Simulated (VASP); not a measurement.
# Ge (I4_1/amd) in VASP: further runs, part 2 of 2

VASP 6.6.1. The steps go on from the part before.

## 4. Single point, LDA

This run uses another cell than the first one, of 22.34 Å³/atom.

INCAR reads:

```
SYSTEM = Ge
  ALGO = Normal
  EDIFF = 1E-6
  ENCUT = 520
  GGA = CA
  ISIF = 2
  ISMEAR = 0
  LASPH = .True.
  LCHARG = .True.
  LELF = .True.
  LREAL = .False.
  LVHAR = .True.
  LWAVE = .False.
  NBANDS = 21
  NELM = 80
  PREC = Accurate
  SIGMA = 0.05
```

KPOINTS reads:

```
k-points
0
Gamma
  12 12 12
  0 0 0
```

POSCAR reads:

```
Ge
1.0
    0.0000000000      2.8083875000      2.8329215385
    2.8083875000      0.0000000000      2.8329215385
    2.8083875000      2.8083875000      0.0000000000
Ge
2
Direct
    0.0000000000      0.0000000000      0.0000000000
    0.2500000000      0.2500000000      0.2500000000
```

Potentials or basis: VASP PAW LDA potentials, release 64 (Ge_d).

Command:

```
cat potpaw_LDA.64/Ge_d/POTCAR > POTCAR
mpirun -np 1 vasp_std > vasp.out
```

OUTCAR:

```text
SYSTEM = Ge
   EDIFF = 1E-6
   ENCUT = 520
   GGA = CA
   ISIF = 2
   ISMEAR = 0
   LASPH = .True.
   LREAL = .False.
   NELM = 80
   PREC = Accurate

 ion  position               nearest neighbor table
   1  0.000  0.000  0.000-   2 2.44   2 2.44   2 2.44   2 2.44
   2  0.250  0.250  0.250-   1 2.44   1 2.44   1 2.44   1 2.44

  LATTYP: Found a body centered tetragonal cell.
 ALAT       =     3.9716596909
 C/A-ratio  =     1.4265681146

  Lattice vectors:

 A1 = (  -2.8083875000,   0.0000000000,   2.8329215385)
 A2 = (   2.8083875000,   0.0000000000,   2.8329215385)
 A3 = (   0.0000000000,   2.8083875000,  -2.8329215385)

Analysis of symmetry for initial positions (statically):
=====================================================================
 Subroutine PRICEL returns:
 Original cell was already a primitive cell.

 Routine SETGRP: Setting up the symmetry group for a
 body centered tetragonal supercell.

 Subroutine GETGRP returns: Found 16 space group operations
 (whereof  8 operations were pure point group operations)
 out of a pool of 16 trial point group operations.

The static configuration has the point symmetry D_2d.
 The point group associated with its full space group is D_4h.

Analysis of symmetry for dynamics (positions and initial velocities):
=====================================================================
 Subroutine PRICEL returns:
 Original cell was already a primitive cell.

 Routine SETGRP: Setting up the symmetry group for a
 body centered tetragonal supercell.

 Subroutine GETGRP returns: Found 16 space group operations
 (whereof  8 operations were pure point group operations)
 out of a pool of 16 trial point group operations.

The dynamic configuration has the point symmetry D_2d.
 The point group associated with its full space group is D_4h.

 Subroutine INISYM returns: Found 16 space group operations
 (whereof  8 operations are pure point group operations),
 and found     1 'primitive' translations

----------------------------------------------------------------------------------------

[... 107 lines left out ...]
   ISMEAR =     0;   SIGMA  =   0.05  broadening in eV -4-tet -1-fermi 0-gaus
   EFERMI_NEDOS =   21; number of points for ismear=-14 and -15
   IALGO  =     38    algorithm
   IMIX   =      4    mixing-type and parameters
     AMIX     =   0.40;   BMIX     =  1.00
     AMIX_MAG =   1.60;   BMIX_MAG =  1.00
  volume/ion in A,a.u.               =      22.34       150.78
  Fermi-wavevector in a.u.,A,eV,Ry     =   1.400881  2.647282 26.701000  1.962468
  Thomas-Fermi vector in A             =   2.523798
   LORBIT       =      0    0 simple, 1 ext, 2 COOP (PROOUT), +10 PAW based schemes
   GGA     = CA    functional components
   LHFCALC =     F    Hartree Fock is set to
   AEXX    =    0.0000 exact exchange contribution
   IVDW    =     0    specifies the selected vdW correction
   LEPSILON=     F    determine dielectric tensor
   LRPA    =     F    only Hartree local field effects (RPA)
 non-spin polarized calculation
 Gauss-broadening in eV      SIGMA  =   0.05
  energy-cutoff  :      520.00
  volume of cell :       44.69
 maximum number of plane-waves:      1243
 NGX is ok and might be reduce to    30
   NGX = 15   NGY = 15   NGZ = 15

 number of electron      28.0000030 magnetization

 Free energy of the ion-electron system (eV)
  ---------------------------------------------------
  ext. energy  EPLUGINS =         0.00000000
  ---------------------------------------------------
  free energy    TOTEN  =       -10.39041449 eV

  energy without entropy =      -10.39036835  energy(sigma->0) =      -10.39039142

 E-fermi :   4.8776     XC(G=0): -10.3504

 val. band max:        4.8751421380   @ k =   0.0000   0.0000   0.0000
 cond. band min:       4.9572931660   @ k =   0.5000   0.0000   0.0000
 fundamental gap:      0.0821510280
 Fermi energy:         4.8775904147

 k-point     1 :       0.0000    0.0000    0.0000
  band No.  band energies     occupation
      1     -20.1067      2.00000
      2     -20.1067      2.00000
      3     -20.1045      2.00000
      4     -20.0687      2.00000
      5     -20.0677      2.00000
      6     -19.8529      2.00000
[... 565 lines left out ...]
     20      14.5553      0.00000
     21      15.1085      0.00000

 [... further k-points ...]
[... 5 lines left out ...]
  --------------------------------------------------------------------------------------
  -------------------------------------------------------------------------------------
  Total       -0.0035230     -0.0035230     -0.1859420      0.0000000      0.0000000      0.0000000
  in kB       -0.1263124     -0.1263124     -6.6666790      0.0000000      0.0000000      0.0000000
  external PRESSURE =      -2.3064346 kB  Pullay stress =       0.0000000 kB

 VOLUME and BASIS-vectors are now :
 -----------------------------------------------------------------------------
  energy-cutoff  :      520.00
  volume of cell :       44.69
      direct lattice vectors                 reciprocal lattice vectors
     0.000000000  2.808387500  2.832921538    -0.178038109  0.178038109  0.176496240
     2.808387500  0.000000000  2.832921538     0.178038109 -0.178038109  0.176496240
     2.808387500  2.808387500  0.000000000     0.178038109  0.178038109 -0.176496240

 POSITION                                       TOTAL-FORCE (eV/Angst)
 -----------------------------------------------------------------------------------
      0.00000      0.00000      0.00000         0.000000      0.000000      0.000000
      1.40419      1.40419      1.41646        -0.000000     -0.000000      0.000000
 -----------------------------------------------------------------------------------
    total drift:                                0.000000     -0.000000      0.000000

  FREE ENERGIE OF THE ION-ELECTRON SYSTEM (eV)
  ---------------------------------------------------
  free  energy   TOTEN  =       -10.3904144946 eV

  energy  without entropy=      -10.3903683518  energy(sigma->0) =      -10.39039142
```

Wall time 2.7 min (1 thread of Intel Xeon 8259CL, shared host); peak memory 0.23 GiB.

Results:

```
Free energy            : -10.3904 eV
Pressure               : -0.2 GPa
Band gap on the k mesh : zero (filled and empty bands touch)
```

Caveat: semilocal functionals underestimate gaps, and a narrow one can read as zero.

## 5. Overview

| cell | gap on the mesh (eV) | pressure (GPa) |
| --- | --- | --- |
| a = 3.982, b = 3.982, c = 3.912 Å, angles 60.6, 60.6, 58.8°, 2 atoms | 0.05 | 1.2 |
| a = 3.987, b = 3.987, c = 3.952 Å, angles 60.3, 60.3, 59.4°, 2 atoms | none | 0.1 |
| a = 3.989, b = 3.989, c = 3.972 Å, angles 60.1, 60.1, 59.7°, 2 atoms | none | -0.2 |

Alike in all rows: task single point; level LDA; potentials or basis VASP PAW LDA potentials, release 64 (Ge_d); no spin polarisation; k mesh 12 × 12 × 12; cutoff (eV) 520; smearing gaussian 0.05 eV.

Caveats: semilocal functionals underestimate gaps, and a narrow one can read as zero.

Absolute energies hang on the potentials; compare differences alone.

The gap in the log of VASP goes by the Fermi energy; the results here count the filled bands.